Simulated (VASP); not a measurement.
A run of VASP 6.6.1 is set up as follows.

Contents of INCAR:

```
SYSTEM = InP3
ALGO = Normal ; EDIFF = 1E-6
ENCUT = 520 ; GGA = PS
ISIF = 2 ; ISMEAR = 0
LASPH = .TRUE. ; LCHARG = .TRUE.
LELF = .TRUE. ; LREAL = .FALSE.
LVHAR = .TRUE. ; LWAVE = .FALSE.
NBANDS = 38 ; NELM = 100
PREC = Accurate ; SIGMA = 0.15
```

The input KPOINTS:

```
k-points
0
G
  6 6 6
  0 0 0
```

The input POSCAR:

```
InP3
1.0
    3.7149867624      2.1448486073      3.3285669567
   -3.7149867624      2.1448486073      3.3285669567
    0.0000000000     -4.2896972146      3.3285669567
In P
2 6
Direct
    0.2732788992      0.2732788992      0.2732788992
    0.7267211008      0.7267211008      0.7267211008
    0.7947108820      0.2411926338      0.7947108820
    0.7947108820      0.7947108820      0.2411926338
    0.2411926338      0.7947108820      0.7947108820
    0.2052891180      0.7588073662      0.2052891180
    0.7588073662      0.2052891180      0.2052891180
    0.2052891180      0.2052891180      0.7588073662
```

Potentials or basis: VASP PAW PBE potentials, release 64 (In_d, P).

Run with:

```bash
$ cat potpaw_PBE.64/In_d/POTCAR potpaw_PBE.64/P/POTCAR > POTCAR
$ mpirun -np 1 vasp_std > vasp.out
```

Predict the pressure.

-1.0 GPa.

Estimate the band gap on the k mesh.

zero (band 28 reaches 6.84 eV, above the bottom of band 29 at 6.31 eV).

What does it give for the largest force?

0.171 eV/Å.

Forces on the atoms (eV/Å):
```
In   0.000  0.000  0.003
In   0.000  0.000 -0.003
P    0.045 -0.026  0.163
P    0.000  0.052  0.163
P   -0.045 -0.026  0.163
P   -0.045  0.026 -0.163
P    0.045  0.026 -0.163
P    0.000 -0.052 -0.163
```

Caveat: the cell differs from its parent crystal (strain +0.0150 x Voigt [0, 0, 1, 0, 0, 0]); the PAW data sets were made with another functional, which shifts forces and pressure a little; spin-orbit coupling is left out, which moves the levels of the heavy elements.
